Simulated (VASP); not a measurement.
Input of a VASP 6.6.1 run:

Contents of INCAR:

```
SYSTEM = HfB4
ALGO = Normal
EDIFF = 1E-6
ENCUT = 520
GGA = PE
ISIF = 2
ISMEAR = 0
IVDW = 12
LASPH = .True.
LCHARG = .False.
LREAL = .False.
LWAVE = .False.
NBANDS = 33
NELM = 80
PREC = Accurate
SIGMA = 0.1
```

KPOINTS

```
k-points
0
Gamma
  6 6 2
  0 0 0
```

Contents of POSCAR:

```
HfB4
1.0
    3.1381147500      0.0000000000      0.0000000000
   -1.5690573800      2.7176871000      0.0000000000
    0.0000000000      0.0000000000     12.5986885200
Hf B
2 8
Direct
    0.3333333300      0.6666666700      0.7500000000
    0.6666666700      0.3333333300      0.2500000000
    0.6666666700      0.3333333300      0.6214412100
    0.0000000000      0.0000000000      0.6214412100
    0.6666666700      0.3333333300      0.8785587900
    0.0000000000      0.0000000000      0.8785587900
    0.3333333300      0.6666666700      0.1214412100
    0.0000000000      0.0000000000      0.1214412100
    0.3333333300      0.6666666700      0.3785587900
    0.0000000000      0.0000000000      0.3785587900
```

Potentials or basis: VASP PAW PBE potentials, release 64 (Hf_pv, B).

Launch:

```console
$ cat potpaw_PBE.64/Hf_pv/POTCAR potpaw_PBE.64/B/POTCAR > POTCAR
$ mpirun -np 1 vasp_std > vasp.out
```

**Question.** What does it give for the band gap on the k mesh?

**Answer.** Zero (band 22 reaches 4.70 eV, above the bottom of band 23 at 4.26 eV).

**Question.** Estimate the largest force.

**Answer.** 1.013 eV/Å.

**Question.** Estimate the dispersion energy per atom.

**Answer.** -0.244 eV.

**Question.** Estimate the pressure.

**Answer.** -4.3 GPa.

Stress tensor (GPa, compression positive):
```
-4.52  0.00  0.00
 0.00 -4.52  0.00
 0.00  0.00 -4.01
```

Caveat: the k points lie up to 0.39 Å⁻¹ apart; spin-orbit coupling is left out, which moves the levels of the heavy elements; forces of over 1 eV/Å act on the atoms, so gaps and moduli don't describe the material at rest.
